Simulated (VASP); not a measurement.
# AgCl (Fm-3m) in VASP: further runs

Runs on AgCl. Level: r2SCAN. Tasks: single point.

Everything below comes from runs of VASP 6.6.1. Logs are shortened: lines on timing, memory, paths and dates and some standing lists are left out, and cuts for length are marked.

**1. The cell of the first run**

The structure is cubic, space group Fm-3m (No. 225). The conventional cell has a = 5.479 Å, b = 5.479 Å, c = 5.479 Å, α = 90.00°, β = 90.00°, γ = 90.00°. Ag (site symmetry m-3m) has 6 Cl at 2.74 Å within 3.6 Å. Cl (site symmetry m-3m) has 6 Ag at 2.74 Å within 3.6 Å.

**2. Single point, r2SCAN**

Input file POSCAR:

```
AgCl
1.0
    2.7393916592      2.7393916592      0.0000000000
   -2.7393916592      2.7393916592      0.0000000000
    0.0000000000      2.7393916592      2.7393916592
Ag Cl
1 1
Direct
    0.0000000000      0.0000000000      0.0000000000
    0.5000000000      0.5000000000      0.0000000000
```

Input file INCAR.step1:

```
SYSTEM = AgCl
PREC = Accurate ; ENCUT = 520
ISMEAR = 0 ; SIGMA = 0.01
LREAL = .FALSE. ; LASPH = .TRUE.
NELM = 80 ; NBANDS = 16
GGA = PE ; ALGO = Normal
EDIFF = 1E-4 ; LWAVE = .TRUE.
LCHARG = .FALSE.
```

Input file INCAR.step2:

```
SYSTEM = AgCl
PREC = Accurate ; ENCUT = 520
EDIFF = 1E-7 ; ISMEAR = 0
SIGMA = 0.01 ; LREAL = .FALSE.
LASPH = .TRUE. ; NELM = 80
ALGO = Normal ; ISIF = 2
LWAVE = .FALSE. ; LCHARG = .TRUE.
METAGGA = R2SCAN ; LMIXTAU = .TRUE.
LELF = .TRUE. ; LVHAR = .TRUE.
NBANDS = 16 ; ISTART = 1
```

Input file KPOINTS:

```
regular mesh
0
G
  8 8 8
  0 0 0
```

Potentials or basis: VASP PAW PBE potentials, release 64 (Ag, Cl).

Run with:

```bash
$ cat potpaw_PBE.64/Ag/POTCAR potpaw_PBE.64/Cl/POTCAR > POTCAR
$ cp INCAR.step1 INCAR
$ mpirun -np 1 vasp_std > vasp.out
$ cp INCAR.step2 INCAR
$ mpirun -np 1 vasp_std > vasp.out
```

OUTCAR:

```text
SYSTEM = AgCl
   PREC = Accurate
   ENCUT = 520
   EDIFF = 1E-7
   ISMEAR = 0
   LREAL = .FALSE.
   LASPH = .TRUE.
   NELM = 80
   ISIF = 2
   METAGGA = R2SCAN
   ISTART = 1

 ion  position               nearest neighbor table
   1  0.000  0.000  0.000-   2 2.74   2 2.74   2 2.74   2 2.74   2 2.74   2 2.74
   2  0.500  0.500  0.000-   1 2.74   1 2.74   1 2.74   1 2.74   1 2.74   1 2.74

  LATTYP: Found a face centered cubic cell.
 ALAT       =     5.4787833184

  Lattice vectors:

 A1 = (   0.0000000000,   2.7393916592,   2.7393916592)
 A2 = (   2.7393916592,   0.0000000000,   2.7393916592)
 A3 = (   2.7393916592,   2.7393916592,   0.0000000000)

Analysis of symmetry for initial positions (statically):
=====================================================================
 Subroutine PRICEL returns:
 Original cell was already a primitive cell.

 Routine SETGRP: Setting up the symmetry group for a
 face centered cubic supercell.

 Subroutine GETGRP returns: Found 48 space group operations
 (whereof 48 operations were pure point group operations)
 out of a pool of 48 trial point group operations.

The static configuration has the point symmetry O_h .

Analysis of symmetry for dynamics (positions and initial velocities):
=====================================================================
 Subroutine PRICEL returns:
 Original cell was already a primitive cell.

 Routine SETGRP: Setting up the symmetry group for a
 face centered cubic supercell.

 Subroutine GETGRP returns: Found 48 space group operations
 (whereof 48 operations were pure point group operations)
 out of a pool of 48 trial point group operations.

The dynamic configuration has the point symmetry O_h .

 Subroutine INISYM returns: Found 48 space group operations
 (whereof 48 operations are pure point group operations),
 and found     1 'primitive' translations

----------------------------------------------------------------------------------------

                                     Primitive cell

  volume of cell :      41.1143

  direct lattice vectors                    reciprocal lattice vectors
     2.739391659  2.739391659  0.000000000     0.182522276  0.182522276 -0.182522276
    -2.739391659  2.739391659  0.000000000    -0.182522276  0.182522276 -0.182522276
     0.000000000  2.739391659  2.739391659     0.000000000  0.000000000  0.365044552

  length of vectors
     3.874084837  3.874084837  3.874084837     0.316137855  0.316137855  0.365044552

  position of ions in fractional coordinates (direct lattice)
[... 75 lines left out ...]
   LSORBIT =      F    spin-orbit coupling
   LASPH  =      T    aspherical Exc in radial PAW
   ENCUT  =  520.0 eV  38.22 Ry    6.18 a.u.   7.20  7.20  7.20*2*pi/ulx,y,z
   NELM   =     80;   NELMIN=  2; NELMDL=  0     # of ELM steps
   EDIFF  = 0.1E-06   stopping-criterion for ELM
   LREAL  =      F    real-space projection
   EDIFFG = 0.1E-05   stopping-criterion for IOM
   NSW    =      0    number of steps for IOM
   IBRION =     -1    ionic relax: 0-MD 1-quasi-New 2-CG
   NFREE  =      0    steps in history (QN), initial steepest desc. (CG)
   ISIF   =      2    stress and relaxation
   ISYM   =      2    0-nonsym 1-usesym 2-fastsym
   POTIM  = 0.5000    time-step for ionic-motion
   TEBEG  =    0.0;   TEEND  =   0.0 temperature during run
   PSTRESS=    0.0 pullay stress
   NELECT =      18.0000    total number of electrons
   NUPDOWN=      -1.0000    fix difference up-down
   EMIN   =  10.00;   EMAX   =-10.00  energy-range for DOS
   EFERMI =   0.00;   METHOD = LEGACY
   ISMEAR =     0;   SIGMA  =   0.01  broadening in eV -4-tet -1-fermi 0-gaus
   EFERMI_NEDOS =   21; number of points for ismear=-14 and -15
   IALGO  =     38    algorithm
   IMIX   =      4    mixing-type and parameters
     AMIX     =   0.40;   BMIX     =  1.00
     AMIX_MAG =   1.60;   BMIX_MAG =  1.00
  volume/ion in A,a.u.               =      20.56       138.73
  Fermi-wavevector in a.u.,A,eV,Ry     =   1.243087  2.349094 21.024612  1.545265
  Thomas-Fermi vector in A             =   2.377413
   LORBIT       =      0    0 simple, 1 ext, 2 COOP (PROOUT), +10 PAW based schemes
   METAGGA = R2SCAN    functional components
   LHFCALC =     F    Hartree Fock is set to
   AEXX    =    0.0000 exact exchange contribution
   IVDW    =     0    specifies the selected vdW correction
   LEPSILON=     F    determine dielectric tensor
   LRPA    =     F    only Hartree local field effects (RPA)
 non-spin polarized calculation
 Gauss-broadening in eV      SIGMA  =   0.01
  energy-cutoff  :      520.00
  volume of cell :       41.11
 maximum number of plane-waves:      1124
 NGX is ok and might be reduce to    30
   NGX = 15   NGY = 15   NGZ = 15

 number of electron      18.0000003 magnetization

 Free energy of the ion-electron system (eV)
  ---------------------------------------------------
  ext. energy  EPLUGINS =         0.00000000
  ---------------------------------------------------
  free energy    TOTEN  =       -28.63399763 eV

  energy without entropy =      -28.63399763  energy(sigma->0) =      -28.63399763

 E-fermi :   4.1279     XC(G=0): -10.7134

 val. band max:        4.0185496405   @ k =   0.5000   0.0000   0.0000
 cond. band min:       5.4429173550   @ k =   0.0000   0.0000   0.0000
 fundamental gap:      1.4243677145
 Fermi energy:         4.1279146128

 k-point     1 :       0.0000    0.0000    0.0000
  band No.  band energies     occupation
      1     -12.0552      2.00000
      2       1.4121      2.00000
      3       1.4121      2.00000
      4       1.4121      2.00000
      5       1.4293      2.00000
      6       1.4293      2.00000
[... 433 lines left out ...]
      3      -0.4402      2.00000
      4      -0.3882      2.00000
      5       1.7573      2.00000
      6       1.8271      2.00000
[... 8 lines left out ...]
     15      18.3443      0.00000
     16      19.8263      0.00000

 [... further k-points ...]
[... 5 lines left out ...]
  --------------------------------------------------------------------------------------
  -------------------------------------------------------------------------------------
  Total        0.4948656      0.4948656      0.4948656      0.0000000     -0.0000000      0.0000000
  in kB       19.2843721     19.2843721     19.2843721      0.0000000     -0.0000000      0.0000000
  external PRESSURE =      19.2843721 kB  Pullay stress =       0.0000000 kB

 VOLUME and BASIS-vectors are now :
 -----------------------------------------------------------------------------
  energy-cutoff  :      520.00
  volume of cell :       41.11
      direct lattice vectors                 reciprocal lattice vectors
     2.739391659  2.739391659  0.000000000     0.182522276  0.182522276 -0.182522276
    -2.739391659  2.739391659  0.000000000    -0.182522276  0.182522276 -0.182522276
     0.000000000  2.739391659  2.739391659     0.000000000  0.000000000  0.365044552

 POSITION                                       TOTAL-FORCE (eV/Angst)
 -----------------------------------------------------------------------------------
      0.00000      0.00000      0.00000        -0.000000      0.000000      0.000000
      0.00000      2.73939      0.00000         0.000000     -0.000000      0.000000
 -----------------------------------------------------------------------------------
    total drift:                               -0.000000     -0.000000      0.000000

  FREE ENERGIE OF THE ION-ELECTRON SYSTEM (eV)
  ---------------------------------------------------
  free  energy   TOTEN  =       -28.6339976347 eV

  energy  without entropy=      -28.6339976347  energy(sigma->0) =      -28.63399763
```

Run time: 66 s. Hardware: 1 thread of Intel Xeon Platinum 8488C (Sapphire Rapids), shared host; peak memory 0.18 GiB.

Results:

| Quantity | Value |
| --- | --- |
| Free energy | -28.6340 eV |
| Pressure | 1.9 GPa |
| Band gap on the k mesh | 1.42 eV (least direct gap 3.83 eV) |

Caveat: the PAW data sets were made with another functional, which shifts forces and pressure a little. A k mesh can miss the band edges.

**3. Single point, r2SCAN**

POSCAR is that of step 2.

Input file INCAR.step1:

```
PREC = Accurate ; ENCUT = 520
ISMEAR = 0 ; SIGMA = 0.01
LREAL = F ; LASPH = T
NELM = 80 ; NBANDS = 16
GGA = PE ; ALGO = Normal
EDIFF = 1E-4 ; LWAVE = T
LCHARG = F
```

Input file INCAR.step2:

```
PREC = Accurate ; ENCUT = 520
EDIFF = 1E-7 ; ISMEAR = 0
SIGMA = 0.01 ; LREAL = F
LASPH = T ; NELM = 80
ALGO = Normal ; ISIF = 2
LWAVE = F ; LCHARG = T
METAGGA = R2SCAN ; LMIXTAU = T
LELF = T ; LVHAR = T
NBANDS = 16 ; ISTART = 1
```

Input file KPOINTS:

```
Automatic mesh
0
Gamma
  8 8 8
```

Potentials or basis: VASP PAW PBE potentials, release 64 (Ag, Cl).

Run with:

```bash
$ cat potpaw_PBE.64/Ag/POTCAR potpaw_PBE.64/Cl/POTCAR > POTCAR
$ cp INCAR.step1 INCAR
$ mpirun -np 1 vasp_std > vasp.out
$ cp INCAR.step2 INCAR
$ mpirun -np 1 vasp_std > vasp.out
```

Wall time 68 s (1 thread of Intel Xeon Platinum 8488C (Sapphire Rapids), shared host); peak memory 0.18 GiB.

Results (log left out):

```yaml
Free_energy: -28.6340 eV
Pressure: 1.9 GPa
Band_gap_on_the_k_mesh: 1.42 eV (least direct gap 3.83 eV)
```

Levels at points of the mesh, in eV from the valence-band top:
| k point | band 5 | band 6 | band 7 | band 8 | band 9 | band 10 | band 11 | band 12 | band 13 | band 14 |
| --- | --- | --- | --- | --- | --- | --- | --- | --- | --- | --- |
| (0.00, 0.00, 0.00) | -2.59 | -2.59 | -2.59 | -2.54 | -2.54 | 1.42 | 11.32 | 11.32 | 11.32 | 12.73 |
| (0.50, 0.00, 0.00) | -2.19 | -2.19 | -1.85 | 0.00 | 0.00 | 4.61 | 7.38 | 8.20 | 8.20 | 14.24 |
| (0.50, 0.50, 0.00) | -2.94 | -2.34 | -2.07 | -2.07 | -1.93 | 2.86 | 8.30 | 9.38 | 12.55 | 12.55 |

Caveat: the PAW data sets were made with another functional, which shifts forces and pressure a little. A k mesh can miss the band edges.
